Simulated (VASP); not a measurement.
Crystal: Hf2Pd2Se2Br2O3.

```
Hf Pd Se Br O
1.0
     5.75899    0.00000    0.00000
    -2.87949    4.98743    0.00000
     0.00000    0.00000    8.52547
Hf Pd Se Br O
2 2 2 2 3
Cartesian
  0.0000 3.3250 4.6209
  2.8795 1.6625 4.6209
  0.0000 3.3250 1.0981
  2.8795 1.6625 1.0981
  0.0000 3.3250 7.2954
  2.8795 1.6625 7.2954
  0.0000 0.0000 1.1846
  0.0000 0.0000 5.5743
  2.8795 0.0000 3.6628
  -1.4397 2.4937 3.6628
  1.4397 2.4937 3.6628
```

* Program: VASP 6.6.1
* Task: relaxation of cell and atoms
* Functional: PBE
* Dispersion: D3(BJ)
* Potentials or basis: VASP PAW PBE potentials, release 64 (Hf_pv, Pd, Se, Br, O)
* Cutoff: 600 eV
* k mesh: 4 × 4 × 2
* Occupations: fermi-dirac, width 0.05 eV
* Spin: no spin polarisation

At the start: pressure -2.5 GPa; volume 22.26 Å³/atom.

Q: Where does the relaxation end?

A: Over 19 steps the energy falls by 13.7 meV/atom and the volume is 20.57 Å³/atom (-7.6 %); space group P6mm (No. 183, to 0.1 Å) before and after.

The path:
| step | energy change (eV) | largest force (eV/Å) | pressure (GPa) | volume (Å³) |
| --- | --- | --- | --- | --- |
| 1 | 0.0000 | 0.2769 | -2.51 | 244.87 |
| 2 | 0.0127 | 1.3730 | 2.44 | 232.71 |
| 3 | -0.0500 | 0.4726 | -0.31 | 239.01 |
| 4 | -0.0843 | 0.2584 | -0.08 | 234.90 |
| 5 | -0.0901 | 0.3066 | 0.07 | 232.42 |
| 6 | -0.1120 | 0.2156 | 0.05 | 230.33 |
| 7 | -0.1203 | 0.1302 | 0.05 | 227.99 |
| 8 | -0.1330 | 0.1490 | 0.24 | 227.32 |
| 9 | -0.1386 | 0.2598 | 0.50 | 226.50 |
| 10 | -0.1443 | 0.2255 | 0.17 | 226.75 |
| 11 | -0.1469 | 0.1775 | -0.29 | 227.11 |
| 12 | -0.1469 | 0.1828 | -0.24 | 227.07 |
| 13 | -0.1489 | 0.1105 | -0.14 | 226.81 |
| 14 | -0.1500 | 0.0482 | 0.00 | 226.43 |
| 15 | -0.1501 | 0.0456 | -0.01 | 226.43 |
| 16 | -0.1501 | 0.0381 | -0.05 | 226.43 |
| 17 | -0.1502 | 0.0362 | -0.03 | 226.41 |
| 18 | -0.1503 | 0.0304 | 0.00 | 226.35 |
| 19 | -0.1503 | 0.0196 | 0.07 | 226.23 |

Final structure:
```yaml
crystal:
  lattice:
    - [5.63591, -0.00014, 0.00000]
    - [-2.81807, 4.88077, 0.00000]
    - [0.00000, 0.00000, 8.22458]
  atoms:
    - { symbol: Hf, position: [0.33334, 0.66666, 0.54048] }
    - { symbol: Hf, position: [0.66666, 0.33334, 0.54048] }
    - { symbol: Pd, position: [0.33332, 0.66668, 0.14164] }
    - { symbol: Pd, position: [0.66668, 0.33332, 0.14164] }
    - { symbol: Se, position: [0.33332, 0.66668, 0.86096] }
    - { symbol: Se, position: [0.66668, 0.33332, 0.86096] }
    - { symbol: Br, position: [0.00000, 0.00000, 0.13996] }
    - { symbol: Br, position: [0.00000, 0.00000, 0.65433] }
    - { symbol: O, position: [0.50000, 0.00000, 0.41809] }
    - { symbol: O, position: [0.00000, 0.50000, 0.41809] }
    - { symbol: O, position: [0.50000, 0.50000, 0.41809] }
```

Caveat: the k points lie up to 0.38 Å⁻¹ apart in the final cell.
